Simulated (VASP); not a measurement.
Set up this calculation in VASP 6.6.1, as the native input.

- Task: single point
- Functional: PBE
- Potentials or basis: VASP PAW PBE potentials, release 64 (Ti_sv, O)
- Cutoff: 520 eV
- k mesh: 5 × 4 × 4
- Occupations: fermi-dirac, width 0.02 eV
- Spin: no spin polarisation
- Dipole correction: no
- Further INCAR settings: ALGO = Normal; EDIFF = 1e-06; NBANDS = 60

The structure of TiO2 lies in POSCAR:

```
TiO2
1.0
    4.5318000000      0.0000000000      0.0000000000
    0.0000000000      5.5019000000      0.0000000000
    0.0000000000      0.0000000000      4.9063000000
Ti O
4 8
Direct
    0.0000000000      0.1758413173      0.2500000000
    0.5000000000      0.3241586827      0.7500000000
    0.0000000000      0.8241586827      0.7500000000
    0.5000000000      0.6758413173      0.2500000000
    0.2701523181      0.3823928269      0.4195101840
    0.2298476819      0.1176071731      0.9195101840
    0.7701523181      0.1176071731      0.5804898160
    0.7298476819      0.3823928269      0.0804898160
    0.7298476819      0.6176071731      0.5804898160
    0.7701523181      0.8823928269      0.0804898160
    0.2298476819      0.8823928269      0.4195101840
    0.2701523181      0.6176071731      0.9195101840
```

The input as run:

INCAR

```
ALGO     = Normal         # electronic algorithm
EDIFF    = 1E-6           # SCF threshold, eV
ENCUT    = 520            # plane-wave cutoff, eV
GGA      = PE             # functional
ISIF     = 2              # what is computed and relaxed
ISMEAR   = -1             # smearing method
LASPH    = T              # aspherical terms in the spheres
LCHARG   = F              # write CHGCAR
LREAL    = F              # projectors in reciprocal space
LWAVE    = F              # write WAVECAR
NBANDS   = 60             # bands
NELM     = 80             # most SCF steps
PREC     = Accurate       # precision mode
SIGMA    = 0.02           # smearing width, eV
```

KPOINTS

```
k-points
0
Gamma
  5 4 4
```

Potentials or basis: VASP PAW PBE potentials, release 64 (Ti_sv, O).

The run is started by

```console
$ cat potpaw_PBE.64/Ti_sv/POTCAR potpaw_PBE.64/O/POTCAR > POTCAR
$ mpirun -np 1 vasp_std > vasp.out
```

It gave:

The pressure is 6.5 GPa. The largest force is 0.051 eV/Å and the band gap on the k mesh is 2.65 eV (least direct gap 2.69 eV).

Caveat: the cell stands under pressure; an odd mesh through Γ misses points on the zone boundary, where band edges can lie.

It took 4.5 min on 1 thread of Intel(R) Xeon(R) Platinum 8488C (Sapphire Rapids), with other jobs on the host, peak memory 0.3 GiB.
